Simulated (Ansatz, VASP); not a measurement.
## SiO2 in VASP and in Ansatz

```
CELL_PARAMETERS angstrom
4.97270 0.00000 0.00000
0.00000 4.97270 0.00000
0.00000 0.00000 6.92570
ATOMIC_POSITIONS crystal
Si 0.30549 0.30549 0.00000
Si 0.19451 0.80549 0.25000
Si 0.69451 0.69451 0.50000
Si 0.80549 0.19451 0.75000
O 0.23645 0.11665 0.18516
O 0.38335 0.73645 0.43516
O 0.76355 0.88335 0.68516
O 0.61665 0.26355 0.93516
O 0.73645 0.38335 0.56484
O 0.88335 0.76355 0.31484
O 0.26355 0.61665 0.06484
O 0.11665 0.23645 0.81484
```

Alike in both runs: task electric field gradients; functional r2SCAN; k mesh 5 × 5 × 4; occupations fermi-dirac, width 0.02 eV; no spin polarisation.

|  | VASP | Ansatz |
| --- | --- | --- |
| version | VASP 6.6.1 | Ansatz 0.2.0 |
| potentials or method | VASP PAW PBE potentials, release 64 (Si, O) | plane-wave PAW, scalar-relativistic |
| plane-wave cutoff (eV) | 520 | 500 |
| valence electrons in the cell | 64 | 64 |

Ansatz gave:

```
gap on the k mesh at the Fermi level (eV)                     : 6.26
pressure (GPa)                                                : -3.8
traceless stress, the component that is largest in VASP (GPa) : -0.47
rms of the force components (eV/Å)                            : 0.145
size of Vzz on the site where it differs most (V/Å²)          : 96.7
```

Task: Which values does VASP return?

Result: gap on the k mesh at the Fermi level (eV): 6.26; pressure (GPa): -3.3; traceless stress, the component that is largest in VASP (GPa): -0.50; rms of the force components (eV/Å): 0.138; size of Vzz on the site where it differs most (V/Å²): 88.7.

VASP's potentials were made for PBE, not for r2SCAN. Atom by atom the forces differ by 0.013 eV/Å (rms over components). The functional is the same, so the differences come from potentials, cutoffs and numerics.
